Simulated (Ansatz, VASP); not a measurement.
Two plane-wave programs on H

The input INCAR:

```
  ALGO = Normal
  EDIFF = 1E-7
  EDIFFG = -0.01
  ENCUT = 1230
  GGA = RE
  GGA_COMPAT = F
  IBRION = 2
  ISIF = 3
  ISMEAR = -1
  LASPH = T
  LCHARG = F
  LREAL = F
  LWAVE = F
  NELM = 120
  NELMIN = 4
  NSW = 60
  PREC = Accurate
  SIGMA = 0.05
```

File KPOINTS:

```
k-points
0
Gamma
  11 11 11
```

File POSCAR:

```
H
1.0
   -1.6915344700      1.6915344700      2.0584739900
    1.6915344700     -1.6915344700      2.0584739900
    1.6915344700      1.6915344700     -2.0584739900
H
2
Direct
    0.0901377100      0.0901377100      0.0000000000
    0.9098622900      0.9098622900      0.0000000000
```

File input.yaml:

```yaml
crystal:
  lattice:
    - [-1.69153447, 1.69153447, 2.05847399]
    - [1.69153447, -1.69153447, 2.05847399]
    - [1.69153447, 1.69153447, -2.05847399]
  atoms:
    - { symbol: H, position: [0.09013771, 0.09013771, 0.0] }
    - { symbol: H, position: [0.90986229, 0.90986229, 0.0] }
hamiltonian:
  xc: revpbe
  pseudopotentials: { kind: paw }
kpoints:
  mp_grid: { grid: [11, 11, 11] }
scf:
  occupations: { method: fermi_dirac, width: 0.05 }
output:
  forces: true
  stress: true
  eigenvalues: true
relax:
  f_tol: 0.01
  max_steps: 40
  cell: { stress_tol: 0.05 }
```

Alike in both runs: task relaxation of cell and atoms; functional revPBE; k mesh 11 × 11 × 11; occupations fermi-dirac, width 0.05 eV; no spin polarisation.

```csv
,VASP,Ansatz
version,VASP 6.6.1,Ansatz 0.2.0
potentials or method,"VASP PAW PBE potentials, release 64 (H_h)",Ansatz PAW
plane-wave cutoff (eV),1230,420
valence electrons in the cell,2,2
```

Ansatz gave:

```
gap on the k mesh at the Fermi level, each at its own relaxed structure (eV)  : 9.80
relaxed volume (Å³/atom)                                                      : 24.67
relaxed length of the cell vector where the two differ most in proportion (Å) : 4.037
```

**Question.** Estimate VASP's values.

**Answer.** gap on the k mesh at the Fermi level, each at its own relaxed structure (eV): 9.76; relaxed volume (Å³/atom): 19.73; relaxed length of the cell vector where the two differ most in proportion (Å): 3.744.

VASP's potentials were made for PBE, not for revPBE. One of these differences is far larger than is usual between the two programs; its cause wasn't traced.

Noted on VASP's run: the volume moved by over 15 % at a fixed basis, so the end points are rough. Noted on Ansatz's run: the potentials were made for another functional, which shifts forces and pressure; the volume moved by over 15 % at a fixed basis, so the end points are rough; odd divisions of the mesh miss points on the zone boundary, where band edges often lie, so the gap on the mesh can be too wide; the plane-wave basis is chosen anew once the cell has moved, so the energies of steps on either side of that aren't comparable.
